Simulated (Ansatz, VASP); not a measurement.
## Two plane-wave programs on MnHg

```
Mn Hg
1.0
     3.31500    0.00000    0.00000
     0.00000    3.31500    0.00000
     0.00000    0.00000    3.31500
Mn Hg
1 1
Direct
  0.50000 0.50000 0.50000
  0.00000 0.00000 0.00000
```

Alike in both runs: task single point; functional PBE; k mesh 4 × 4 × 4; occupations gaussian, width 0.1 eV; collinear spin.

|  | VASP | Ansatz |
| --- | --- | --- |
| version | VASP 6.6.1 | Ansatz 0.2.0 |
| potentials or method | VASP PAW PBE potentials, release 64 (Mn_pv, Hg), cutoff 520 eV | scalar-relativistic, plane waves, PAW |
| valence electrons in the cell | 25 | 35 |

|  | VASP | Ansatz | Ansatz less VASP |
| --- | --- | --- | --- |
| gap on the k mesh at the Fermi level (eV) | none | none | - |
| pressure (GPa) | -0.6 | -1.0 | -0.43 |
| net moment per atom (μB) | 1.86 | 1.86 | 0.000 |
| size of the moment on the site where the two differ most (μB) | 3.70 | 3.75 | +0.052 |

Site moments also hang on the region over which each program counts them. A gap of «none» marks a metal or a gap that the smearing closes. VASP's potentials hold 25 valence electrons a cell and Ansatz's 35, so a difference there can come from the potentials and not from the codes.

The k mesh is coarse, so the values compare programs but aren't converged. Neither program's run includes spin-orbit coupling.
